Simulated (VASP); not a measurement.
# BiS (Pm-3m) in VASP: further runs, part 2 of 2

VASP 6.6.1. The steps go on from the part before.

**4. Relaxation of cell and atoms, revPBE**

The input, INCAR:

```
PREC = Accurate ; ENCUT = 500
EDIFF = 1E-7 ; ISMEAR = -1
SIGMA = 0.05 ; LREAL = F
LASPH = T ; NELM = 120
ALGO = Normal ; ISIF = 3
LWAVE = F ; LCHARG = F
GGA = RE ; IBRION = 2
NSW = 60 ; EDIFFG = -0.01
GGA_COMPAT = F ; NELMIN = 4
```

The input, KPOINTS:

```
regular mesh
0
Gamma
  7 7 7
```

The input, POSCAR:

```
BiS
1.0
    4.0029443400      0.0000000000      0.0000000000
    0.0000000000      4.0029443400      0.0000000000
    0.0000000000      0.0000000000      4.0029443400
Bi S
1 1
Direct
    0.5000000000      0.5000000000      0.5000000000
    0.0000000000      0.0000000000      0.0000000000
```

Potentials or basis: VASP PAW PBE potentials, release 64 (Bi_d, S).

Command:

```bash
$ cat potpaw_PBE.64/Bi_d/POTCAR potpaw_PBE.64/S/POTCAR > POTCAR
$ mpirun -np 1 vasp_std > vasp.out
```

OUTCAR:

```text
PREC = Accurate
   ENCUT = 500
   EDIFF = 1E-7
   ISMEAR = -1
   LREAL = F
   LASPH = T
   NELM = 120
   ISIF = 3
   GGA = RE
   IBRION = 2
   NSW = 60
   EDIFFG = -0.01
   NELMIN = 4

 ion  position               nearest neighbor table
   1  0.500  0.500  0.500-
   2  0.000  0.000  0.000-

  LATTYP: Found a simple cubic cell.
 ALAT       =     4.0029443400

  Lattice vectors:

 A1 = (   4.0029443400,   0.0000000000,   0.0000000000)
 A2 = (   0.0000000000,   4.0029443400,   0.0000000000)
 A3 = (   0.0000000000,   0.0000000000,   4.0029443400)

Analysis of symmetry for initial positions (statically):
=====================================================================
 Subroutine PRICEL returns:
 Original cell was already a primitive cell.

 Routine SETGRP: Setting up the symmetry group for a
 simple cubic supercell.

 Subroutine GETGRP returns: Found 48 space group operations
 (whereof 48 operations were pure point group operations)
 out of a pool of 48 trial point group operations.

The static configuration has the point symmetry O_h .

Analysis of symmetry for dynamics (positions and initial velocities):
=====================================================================
 Subroutine PRICEL returns:
 Original cell was already a primitive cell.

 Routine SETGRP: Setting up the symmetry group for a
 simple cubic supercell.

 Subroutine GETGRP returns: Found 48 space group operations
 (whereof 48 operations were pure point group operations)
 out of a pool of 48 trial point group operations.

The dynamic configuration has the point symmetry O_h .

 Subroutine INISYM returns: Found 48 space group operations
 (whereof 48 operations are pure point group operations),
 and found     1 'primitive' translations

----------------------------------------------------------------------------------------

                                     Primitive cell

  volume of cell :      64.1414

  direct lattice vectors                    reciprocal lattice vectors
     4.002944340  0.000000000  0.000000000     0.249816114  0.000000000  0.000000000
     0.000000000  4.002944340  0.000000000     0.000000000  0.249816114  0.000000000
     0.000000000  0.000000000  4.002944340     0.000000000  0.000000000  0.249816114

  length of vectors
     4.002944340  4.002944340  4.002944340     0.249816114  0.249816114  0.249816114

  position of ions in fractional coordinates (direct lattice)
     0.500000000  0.500000000  0.500000000
     0.000000000  0.000000000  0.000000000

  ion indices of the primitive-cell ions
   primitive index   ion index
                 1           1
                 2           2

----------------------------------------------------------------------------------------

 KPOINTS: regular mesh

Automatic generation of k-mesh.
 Grid dimensions read from file:
 generate k-points for:    7    7    7

 Generating k-lattice:

  Cartesian coordinates                     Fractional coordinates (reciprocal lattice)
     0.035688016  0.000000000  0.000000000     0.142857143  0.000000000  0.000000000
     0.000000000  0.035688016  0.000000000     0.000000000  0.142857143  0.000000000
     0.000000000  0.000000000  0.035688016     0.000000000  0.000000000  0.142857143

  Length of vectors
     0.035688016  0.035688016  0.035688016

  Shift w.r.t. Gamma in fractional coordinates (k-lattice)
     0.000000000  0.000000000  0.000000000

 Subroutine IBZKPT returns following result:
 ===========================================

 Found     20 irreducible k-points:

 Following reciprocal coordinates:
            Coordinates               Weight
  0.000000  0.000000  0.000000      1.000000
  0.142857  0.000000  0.000000      6.000000
  0.285714  0.000000  0.000000      6.000000
  0.428571  0.000000  0.000000      6.000000
  0.142857  0.142857  0.000000     12.000000
  0.285714  0.142857  0.000000     24.000000
[... 12 lines left out ...]
  0.428571  0.428571  0.285714     24.000000
  0.428571  0.428571  0.428571      8.000000
   k-points           NKPTS =     20   k-points in BZ     NKDIM =     20   number of bands    NBANDS=     14
   number of dos      NEDOS =    301   number of ions     NIONS =      2
   total plane-waves  NPLWV =  27000
   dimension x,y,z NGX =    30 NGY =   30 NGZ =   30
   dimension x,y,z NGXF=    60 NGYF=   60 NGZF=   60
   ions per type =               1   1
   NGX,Y,Z   is equivalent  to a cutoff of  12.46, 12.46, 12.46 a.u.
   NGXF,Y,Z  is equivalent  to a cutoff of  24.92, 24.92, 24.92 a.u.
 SYSTEM =  unknown system
   PREC   = accura    normal or accurate (medium, high low for compatibility)
   ISTART =      0    job   : 0-new  1-cont  2-samecut
   ICHARG =      2    charge: 1-file 2-atom 10-const
   ISPIN  =      1    spin polarized calculation?
   LNONCOLLINEAR =      F non collinear calculations
   LSORBIT =      F    spin-orbit coupling
   LASPH  =      T    aspherical Exc in radial PAW
   ENCUT  =  500.0 eV  36.75 Ry    6.06 a.u.   7.30  7.30  7.30*2*pi/ulx,y,z
   NELM   =    120;   NELMIN=  4; NELMDL= -5     # of ELM steps
   EDIFF  = 0.1E-06   stopping-criterion for ELM
   LREAL  =      F    real-space projection
   EDIFFG = -.1E-01   stopping-criterion for IOM
   NSW    =     60    number of steps for IOM
   IBRION =      2    ionic relax: 0-MD 1-quasi-New 2-CG
   NFREE  =      1    steps in history (QN), initial steepest desc. (CG)
   ISIF   =      3    stress and relaxation
   ISYM   =      2    0-nonsym 1-usesym 2-fastsym
   POTIM  = 0.5000    time-step for ionic-motion
   TEBEG  =    0.0;   TEEND  =   0.0 temperature during run
   PSTRESS=    0.0 pullay stress
   NELECT =      21.0000    total number of electrons
   NUPDOWN=      -1.0000    fix difference up-down
   EMIN   =  10.00;   EMAX   =-10.00  energy-range for DOS
   EFERMI =   0.00;   METHOD = LEGACY
   ISMEAR =    -1;   SIGMA  =   0.05  broadening in eV -4-tet -1-fermi 0-gaus
   EFERMI_NEDOS =   21; number of points for ismear=-14 and -15
   IALGO  =     38    algorithm
   IMIX   =      4    mixing-type and parameters
     AMIX     =   0.40;   BMIX     =  1.00
     AMIX_MAG =   1.60;   BMIX_MAG =  1.00
  volume/ion in A,a.u.               =      32.07       216.42
  Fermi-wavevector in a.u.,A,eV,Ry     =   1.128327  2.132229 17.321879  1.273122
  Thomas-Fermi vector in A             =   2.265017
   LORBIT       =      0    0 simple, 1 ext, 2 COOP (PROOUT), +10 PAW based schemes
   GGA     = RE    functional components
   LHFCALC =     F    Hartree Fock is set to
   AEXX    =    0.0000 exact exchange contribution
   IVDW    =     0    specifies the selected vdW correction
   LEPSILON=     F    determine dielectric tensor
   LRPA    =     F    only Hartree local field effects (RPA)
 conjugate gradient relaxation of ions
 non-spin polarized calculation
  energy-cutoff  :      500.00
  volume of cell :       64.14
 maximum number of plane-waves:      1647
 NGX is ok and might be reduce to    30
   NGX = 15   NGY = 15   NGZ = 15

--------------------------------------- Ionic step        1  -------------------------------------------

 number of electron      21.0000014 magnetization

 Free energy of the ion-electron system (eV)
  ---------------------------------------------------
  ext. energy  EPLUGINS =         0.00000000
  ---------------------------------------------------
  free energy    TOTEN  =        -6.55183362 eV

  energy without entropy =       -6.54095103  energy(sigma->0) =       -6.54639233

 E-fermi :   4.5782     XC(G=0):  -9.0356

 val. band max:        4.5525758646   @ k =   0.2857   0.0000   0.0000
 cond. band min:       4.6802725469   @ k =   0.2857   0.1429   0.1429
 fundamental gap:      0.1276966823
 Fermi energy:         4.5781908760

 k-point     1 :       0.0000    0.0000    0.0000
  band No.  band energies     occupation
      1     -19.2520      2.00000
      2     -19.2520      2.00000
      3     -19.2068      2.00000
      4     -19.2068      2.00000
      5     -19.2068      2.00000
      6      -8.5082      2.00000
      7      -5.4681      2.00000
      8       2.3871      2.00000
      9       2.3871      2.00000
     10       2.3871      2.00000
     11       7.0884      0.00000
     12       7.0884      0.00000
     13       7.0884      0.00000
     14       9.0970      0.00000
[... 390 lines left out ...]
  energy  without entropy=       -7.2457969061  energy(sigma->0) =       -7.25276724

--------------------------------------- Ionic step        3  -------------------------------------------

 number of electron      21.0000002 magnetization

 Free energy of the ion-electron system (eV)
  ---------------------------------------------------
  ext. energy  EPLUGINS =         0.00000000
  ---------------------------------------------------
  free energy    TOTEN  =        -7.25987557 eV

  energy without entropy =       -7.24613153  energy(sigma->0) =       -7.25300355

 E-fermi :   8.1463     XC(G=0): -10.4501

 val. band max:        8.1158461869   @ k =   0.2857   0.2857   0.0000
 cond. band min:       8.1845894500   @ k =   0.4286   0.2857   0.1429
 fundamental gap:      0.0687432631
 Fermi energy:         8.1462992495

 k-point     1 :       0.0000    0.0000    0.0000
  band No.  band energies     occupation
      1     -15.7681      2.00000
      2     -15.7681      2.00000
      3     -15.6448      2.00000
      4     -15.6448      2.00000
      5     -15.6448      2.00000
      6      -7.0231      2.00000
      7      -1.3732      2.00000
      8       4.9478      2.00000
      9       4.9478      2.00000
     10       4.9478      2.00000
     11      11.8867      0.00000
     12      12.2370      0.00000
     13      12.2370      0.00000
     14      12.2370      0.00000
[... 350 lines left out ...]
  FREE ENERGIE OF THE ION-ELECTRON SYSTEM (eV)
  ---------------------------------------------------
  free  energy   TOTEN  =        -7.2598755729 eV

  energy  without entropy=       -7.2461315335  energy(sigma->0) =       -7.25300355

 reached required accuracy - stopping structural energy minimisation
```

CONTCAR:

```text
BiS
   1.00000000000000
     3.6179352018798916   -0.0000000000000000    0.0000000000000000
    -0.0000000000000000    3.6179352018798916   -0.0000000000000000
    -0.0000000000000000   -0.0000000000000000    3.6179352018798916
  Bi              S
     1     1
Direct
     0.5000000000000000    0.5000000000000000    0.5000000000000000
     0.0000000000000000    0.0000000000000000    0.0000000000000000

  0.00000000E+00  0.00000000E+00  0.00000000E+00
  0.00000000E+00  0.00000000E+00  0.00000000E+00
```

Wall time 66 s (1 thread of AMD EPYC 7R13, shared host); peak memory 0.15 GiB.

What came out:

| Property | Result |
| --- | --- |
| Free energy | -7.2599 eV |
| Relaxed volume | 23.68 Å³/atom |
| Relaxed cell | a = 3.618 Å, b = 3.618 Å, c = 3.618 Å, α = 90.00°, β = 90.00°, γ = 90.00° |
| Space group after relaxing (to 0.05 Å) | Pm-3m (No. 221) |
| Energy gained by relaxing | 354.0 meV/atom |
| Ionic steps | 3 |
| Pressure after relaxing | 0.0 GPa |

The path:
| step | energy change (eV) | largest force (eV/Å) | pressure (GPa) | volume (Å³) |
| --- | --- | --- | --- | --- |
| 1 | 0.0000 | 0.0000 | -10.07 | 64.14 |
| 2 | -0.7079 | 0.0000 | 0.25 | 47.19 |
| 3 | -0.7080 | 0.0000 | 0.02 | 47.36 |

Final structure:
```
Bi S
1.0
     3.61794    0.00000    0.00000
     0.00000    3.61794    0.00000
     0.00000    0.00000    3.61794
Bi S
1 1
Cartesian
  1.8090 1.8090 1.8090
  0.0000 0.0000 0.0000
```

Caveat: the volume moved by over 15 % at a fixed basis, so the end points are rough; the PAW data sets were made with another functional, which shifts forces and pressure a little; spin-orbit coupling is left out, which moves the levels of the heavy elements.

**5. The runs side by side**

| task | level | cell | cutoff (eV) | smearing | gap on the mesh (eV) | pressure (GPa) |
| --- | --- | --- | --- | --- | --- | --- |
| single point | PBE | as given | 500 | gaussian 0.012 eV | none | -10.9 |
| single point | r2SCAN | as given | 550 | fermi-dirac 0.05 eV | none | -11.9 |
| relaxation of cell and atoms | revPBE | relaxed | 500 | fermi-dirac 0.05 eV | none | 0.0 |

Alike in all rows: potentials or basis VASP PAW PBE potentials, release 64 (Bi_d, S); no spin polarisation; k mesh 7 × 7 × 7.

Caveats: spin-orbit coupling is left out, which moves the levels of the heavy elements; the PAW data sets were made with another functional, which shifts forces and pressure a little (some runs); the volume moved by over 15 % at a fixed basis, so the end points are rough (some runs).

Total energies depend on the potentials used, so only differences within one code and one set of settings carry meaning.
